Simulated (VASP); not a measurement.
# Cr in VASP: further runs

Cr is run at these levels: PBE; tasks: single point.

Program: VASP 6.6.1. These are calculated values, not measurements. Logs are shortened: lines on timing, memory, paths and dates and some standing lists are left out, and cuts for length are marked.

### 1 The cell of the first run

It takes space group Im-3m (No. 229, cubic). Conventional cell: a = 2.969 Å, b = 2.969 Å, c = 2.969 Å, α = 90.00°, β = 90.00°, γ = 90.00°. Within 3.4 Å of Cr (site symmetry m-3m) lie 14 Cr at 2.57 to 2.97 Å.

### 2 Single point, PBE, collinear spin, ferromagnetic start

The input, INCAR:

```
SYSTEM = Cr
PREC     = Accurate       ! precision mode
ENCUT    = 520            ! plane-wave cutoff, eV
EDIFF    = 1E-6           ! SCF threshold, eV
ISMEAR   = -1             ! smearing method
SIGMA    = 0.05           ! smearing width, eV
LREAL    = .FALSE.        ! projectors in reciprocal space
LASPH    = .TRUE.         ! aspherical terms in the spheres
NELM     = 150            ! most SCF steps
ALGO     = Normal         ! electronic algorithm
ISIF     = 2              ! what is computed and relaxed
LWAVE    = .FALSE.        ! write WAVECAR
LCHARG   = .FALSE.        ! write CHGCAR
ISPIN    = 2              ! spin polarisation
MAGMOM   = 6              ! initial moments
LORBIT   = 11             ! projections on sites
NUPDOWN  = 6.0            ! fixed moment
LMAXMIX  = 4              ! l up to which the mixer works
GGA      = PE             ! functional
NBANDS   = 16             ! bands
```

The input, KPOINTS:

```
regular mesh
0
G
  10 10 10
  0 0 0
```

The input, POSCAR:

```
Cr
1.0
   -1.4844496776      1.4844496776      1.4844496776
    1.4844496776     -1.4844496776      1.4844496776
    1.4844496776      1.4844496776     -1.4844496776
Cr
1
Direct
    0.0000000000      0.0000000000      0.0000000000
```

Potentials or basis: VASP PAW PBE potentials, release 64 (Cr_pv).

On the command line:

```console
$ cat potpaw_PBE.64/Cr_pv/POTCAR > POTCAR
$ mpirun -np 1 vasp_std > vasp.out
```

OUTCAR:

```text
SYSTEM = Cr
   PREC = Accurate
   ENCUT = 520
   EDIFF = 1E-6
   ISMEAR = -1
   LREAL = .FALSE.
   LASPH = .TRUE.
   NELM = 150
   ISIF = 2
   ISPIN = 2
   LORBIT = 11
   NUPDOWN = 6.0
   GGA = PE

 ion  position               nearest neighbor table
   1  0.000  0.000  0.000-

  LATTYP: Found a body centered cubic cell.
 ALAT       =     2.9688993552

  Lattice vectors:

 A1 = (  -1.4844496776,   1.4844496776,   1.4844496776)
 A2 = (   1.4844496776,  -1.4844496776,   1.4844496776)
 A3 = (   1.4844496776,   1.4844496776,  -1.4844496776)

Analysis of symmetry for initial positions (statically):
=====================================================================
 Subroutine PRICEL returns:
 Original cell was already a primitive cell.

 Routine SETGRP: Setting up the symmetry group for a
 body centered cubic supercell.

 Subroutine GETGRP returns: Found 48 space group operations
 (whereof 48 operations were pure point group operations)
 out of a pool of 48 trial point group operations.

The static configuration has the point symmetry O_h .

Analysis of symmetry for dynamics (positions and initial velocities):
=====================================================================
 Subroutine PRICEL returns:
 Original cell was already a primitive cell.

 Routine SETGRP: Setting up the symmetry group for a
 body centered cubic supercell.

 Subroutine GETGRP returns: Found 48 space group operations
 (whereof 48 operations were pure point group operations)
 out of a pool of 48 trial point group operations.

The dynamic configuration has the point symmetry O_h .

Analysis of structural, dynamic, and magnetic symmetry:
=====================================================================
 Subroutine PRICEL returns:
 Original cell was already a primitive cell.

 Routine SETGRP: Setting up the symmetry group for a
 body centered cubic supercell.

 Subroutine GETGRP returns: Found 48 space group operations
 (whereof 48 operations were pure point group operations)
 out of a pool of 48 trial point group operations.

The overall configuration has the point symmetry O_h .

 Subroutine INISYM returns: Found 48 space group operations
 (whereof 48 operations are pure point group operations),
 and found     1 'primitive' translations

----------------------------------------------------------------------------------------

                                     Primitive cell

  volume of cell :      13.0845

  direct lattice vectors                    reciprocal lattice vectors
    -1.484449678  1.484449678  1.484449678     0.000000000  0.336825160  0.336825160
     1.484449678 -1.484449678  1.484449678     0.336825160  0.000000000  0.336825160
     1.484449678  1.484449678 -1.484449678     0.336825160  0.336825160  0.000000000

  length of vectors
     2.571142263  2.571142263  2.571142263     0.476342709  0.476342709  0.476342709

  position of ions in fractional coordinates (direct lattice)
     0.000000000  0.000000000  0.000000000

  ion indices of the primitive-cell ions
   primitive index   ion index
                 1           1

----------------------------------------------------------------------------------------

 KPOINTS: regular mesh

Automatic generation of k-mesh.
 Grid dimensions read from file:
 generate k-points for:   10   10   10

 Generating k-lattice:

  Cartesian coordinates                     Fractional coordinates (reciprocal lattice)
     0.000000000  0.033682516  0.033682516     0.100000000  0.000000000  0.000000000
     0.033682516  0.000000000  0.033682516     0.000000000  0.100000000  0.000000000
     0.033682516  0.033682516  0.000000000     0.000000000  0.000000000  0.100000000

  Length of vectors
     0.047634271  0.047634271  0.047634271

  Shift w.r.t. Gamma in fractional coordinates (k-lattice)
     0.000000000  0.000000000  0.000000000

 Subroutine IBZKPT returns following result:
 ===========================================

 Found     47 irreducible k-points:

 Following reciprocal coordinates:
            Coordinates               Weight
  0.000000  0.000000  0.000000      1.000000
  0.100000  0.000000  0.000000     12.000000
  0.200000  0.000000  0.000000     12.000000
  0.300000  0.000000  0.000000     12.000000
  0.400000  0.000000  0.000000     12.000000
  0.500000  0.000000  0.000000      6.000000
[... 16 lines left out ...]
  0.300000  0.300000  0.100000      8.000000
 -0.300000  0.300000  0.100000     24.000000
 [... further k-points ...]
   k-points           NKPTS =     47   k-points in BZ     NKDIM =     47   number of bands    NBANDS=     16
   number of dos      NEDOS =    301   number of ions     NIONS =      1
   total plane-waves  NPLWV =   8000
   dimension x,y,z NGX =    20 NGY =   20 NGZ =   20
   dimension x,y,z NGXF=    40 NGYF=   40 NGZF=   40
   ions per type =               1
   NGX,Y,Z   is equivalent  to a cutoff of  12.93, 12.93, 12.93 a.u.
   NGXF,Y,Z  is equivalent  to a cutoff of  25.86, 25.86, 25.86 a.u.
 SYSTEM =  Cr
   PREC   = accura    normal or accurate (medium, high low for compatibility)
   ISTART =      0    job   : 0-new  1-cont  2-samecut
   ICHARG =      2    charge: 1-file 2-atom 10-const
   ISPIN  =      2    spin polarized calculation?
   LNONCOLLINEAR =      F non collinear calculations
   LSORBIT =      F    spin-orbit coupling
   LASPH  =      T    aspherical Exc in radial PAW
   ENCUT  =  520.0 eV  38.22 Ry    6.18 a.u.   4.78  4.78  4.78*2*pi/ulx,y,z
   NELM   =    150;   NELMIN=  2; NELMDL= -5     # of ELM steps
   EDIFF  = 0.1E-05   stopping-criterion for ELM
   LREAL  =      F    real-space projection
[... 7 lines left out ...]
   TEBEG  =    0.0;   TEEND  =   0.0 temperature during run
   PSTRESS=    0.0 pullay stress
   NELECT =      12.0000    total number of electrons
   NUPDOWN=       6.0000    fix difference up-down
   EMIN   =  10.00;   EMAX   =-10.00  energy-range for DOS
   EFERMI =   0.00;   METHOD = LEGACY
   ISMEAR =    -1;   SIGMA  =   0.05  broadening in eV -4-tet -1-fermi 0-gaus
   EFERMI_NEDOS =   21; number of points for ismear=-14 and -15
   IALGO  =     38    algorithm
   IMIX   =      4    mixing-type and parameters
     AMIX     =   0.40;   BMIX     =  1.00
     AMIX_MAG =   1.60;   BMIX_MAG =  1.00
  volume/ion in A,a.u.               =      13.08        88.30
  Fermi-wavevector in a.u.,A,eV,Ry     =   1.590559  3.005721 34.421077  2.529878
  Thomas-Fermi vector in A             =   2.689235
   LORBIT       =     11    0 simple, 1 ext, 2 COOP (PROOUT), +10 PAW based schemes
   GGA     = PE    functional components
   LHFCALC =     F    Hartree Fock is set to
   AEXX    =    0.0000 exact exchange contribution
   IVDW    =     0    specifies the selected vdW correction
   LEPSILON=     F    determine dielectric tensor
   LRPA    =     F    only Hartree local field effects (RPA)
 spin polarized calculation
  energy-cutoff  :      520.00
  volume of cell :       13.08
 maximum number of plane-waves:       370
   NGX =  9   NGY =  9   NGZ =  9

 number of electron      12.0000008 magnetization       6.0000003

 Free energy of the ion-electron system (eV)
  ---------------------------------------------------
  ext. energy  EPLUGINS =         0.00000000
  ---------------------------------------------------
  free energy    TOTEN  =        -2.37349036 eV

  energy without entropy =       -2.37244815  energy(sigma->0) =       -2.37296925

 E-fermi : -26.1863     XC(G=0): -12.5633

 val. band max:       17.2333328844   @ k =   0.3000   0.3000   0.1000
 cond. band min:       3.7709521565   @ k =   0.0000   0.0000   0.0000
 fundamental gap:    -13.4623807279
 Fermi energy:        17.2751340917

 spin component 1

 k-point     1 :       0.0000    0.0000    0.0000
  band No.  band energies     occupation
      1     -31.9882      1.00000
      2     -31.9882      1.00000
      3     -31.9882      1.00000
      4       0.4049      1.00000
      5       9.1398      1.00000
      6       9.1398      1.00000
[... 8 lines left out ...]
     15      35.7281      0.00000
     16      40.0276      0.00000

 k-point     2 :       0.1000    0.0000    0.0000
  band No.  band energies     occupation
      1     -32.0620      1.00000
      2     -32.0108      1.00000
      3     -31.9886      1.00000
      4       0.8068      1.00000
      5       8.9596      1.00000
      6       9.0704      1.00000
[... 8 lines left out ...]
     15      36.0228      0.00000
     16      36.6735      0.00000
[... 387 lines left out ...]
      5       7.1771      1.00000
      6       7.1771      1.00000
[... 8 lines left out ...]
     15      36.5832      0.00000
     16      43.6215      0.00000

 k-point    24 :      -0.3000    0.3000    0.1000
  band No.  band energies     occupation
      1     -32.4701      1.00000
      2     -32.1674      1.00000
      3     -32.0451      1.00000
      4       3.7379      1.00000
      5       8.1006      1.00000
      6       8.2936      1.00000
[... 8 lines left out ...]
     15      33.5089      0.00000
     16      35.5585      0.00000

 [... further k-points ...]

 spin component 2

 k-point     1 :       0.0000    0.0000    0.0000
  band No.  band energies     occupation
      1     -27.5134      1.00000
      2     -27.5134      1.00000
      3     -27.5134      1.00000
      4       3.7710      0.00000
      5      13.2879      0.00000
      6      13.2879      0.00000
[... 8 lines left out ...]
     15      39.1526      0.00000
     16      43.4279      0.00000

 k-point     2 :       0.1000    0.0000    0.0000
  band No.  band energies     occupation
      1     -27.5921      1.00000
      2     -27.5372      1.00000
      3     -27.5138      1.00000
      4       4.1770      0.00000
      5      13.0902      0.00000
      6      13.2006      0.00000
[... 8 lines left out ...]
     15      39.3992      0.00000
     16      40.2474      0.00000
[... 387 lines left out ...]
      5      10.9307      0.00000
      6      10.9308      0.00000
[... 8 lines left out ...]
     15      39.9618      0.00000
     16      46.9489      0.00000

 k-point    24 :      -0.3000    0.3000    0.1000
  band No.  band energies     occupation
      1     -28.0272      1.00000
      2     -27.7024      1.00000
      3     -27.5743      1.00000
      4       7.1761      0.00000
      5      12.0087      0.00000
      6      12.3520      0.00000
[... 8 lines left out ...]
     15      37.0571      0.00000
     16      39.0302      0.00000

 [... further k-points ...]
[... 5 lines left out ...]
  --------------------------------------------------------------------------------------
  -------------------------------------------------------------------------------------
  Total       11.1614301     11.1614301     11.1614301      0.0000000     -0.0000000      0.0000000
  in kB     1366.7025162   1366.7025162   1366.7025162      0.0000000     -0.0000000      0.0000000
  external PRESSURE =    1366.7025162 kB  Pullay stress =       0.0000000 kB

 VOLUME and BASIS-vectors are now :
 -----------------------------------------------------------------------------
  energy-cutoff  :      520.00
  volume of cell :       13.08
      direct lattice vectors                 reciprocal lattice vectors
    -1.484449678  1.484449678  1.484449678     0.000000000  0.336825160  0.336825160
     1.484449678 -1.484449678  1.484449678     0.336825160  0.000000000  0.336825160
     1.484449678  1.484449678 -1.484449678     0.336825160  0.336825160  0.000000000

 POSITION                                       TOTAL-FORCE (eV/Angst)
 -----------------------------------------------------------------------------------
      0.00000      0.00000      0.00000        -0.000000      0.000000      0.000000
 -----------------------------------------------------------------------------------
    total drift:                               -0.000000     -0.000000      0.000000

  FREE ENERGIE OF THE ION-ELECTRON SYSTEM (eV)
  ---------------------------------------------------
  free  energy   TOTEN  =        -2.3734903606 eV

  energy  without entropy=       -2.3724481450  energy(sigma->0) =       -2.37296925

 total charge

# of ion       s       p       d       tot
------------------------------------------
    1        0.234   6.376   4.465  11.075

 magnetization (x)

# of ion       s       p       d       tot
------------------------------------------
    1        0.233   0.406   4.464   5.103
```

It took 26 s on 1 thread of AMD EPYC 7R43 (Zen 3), shared host; peak memory 0.1 GiB.

Results:

| Item | Value |
| --- | --- |
| Free energy | -2.3735 eV |
| Pressure | 136.7 GPa |
| Net moment | 6.00 μB per cell |
| Site moments | Cr +5.10 μB |
| Valence electrons inside the program's atomic spheres | Cr 11.07 |

Caveat: the total moment is fixed, so each spin has its own Fermi level.

[end of part 1 of 2]
